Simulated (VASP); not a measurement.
A run of VASP 6.6.1 is set up as follows.

The input INCAR:

```
SYSTEM = CdTe
PREC = Accurate
ENCUT = 500
EDIFF = 1E-6
ISMEAR = 0
SIGMA = 0.02
LREAL = .False.
LASPH = .True.
NELM = 120
ALGO = Normal
ISIF = 2
LWAVE = .False.
LCHARG = .False.
GGA = PE
NBANDS = 16
GGA_COMPAT = .False.
```

The input KPOINTS:

```
regular mesh
0
Gamma
  6 6 6
  0 0 0
```

File POSCAR:

```
CdTe
1.0
    0.0000000000      3.2050000000      3.2050000000
    3.2050000000      0.0000000000      3.2050000000
    3.2050000000      3.2050000000      0.0000000000
Cd Te
1 1
Direct
    0.0000000000      0.0000000000      0.0000000000
    0.2500000000      0.2500000000      0.2500000000
```

Potentials or basis: VASP PAW PBE potentials, release 64 (Cd, Te).

The run is started by

```sh
$ cat potpaw_PBE.64/Cd/POTCAR potpaw_PBE.64/Te/POTCAR > POTCAR
$ mpirun -np 1 vasp_std > vasp.out
```

What does it give for the band gap on the k mesh?

0.87 eV.

Estimate the pressure.

4.4 GPa.

Caveat: the cell stands under pressure; spin-orbit coupling is left out, which moves the levels of the heavy elements.
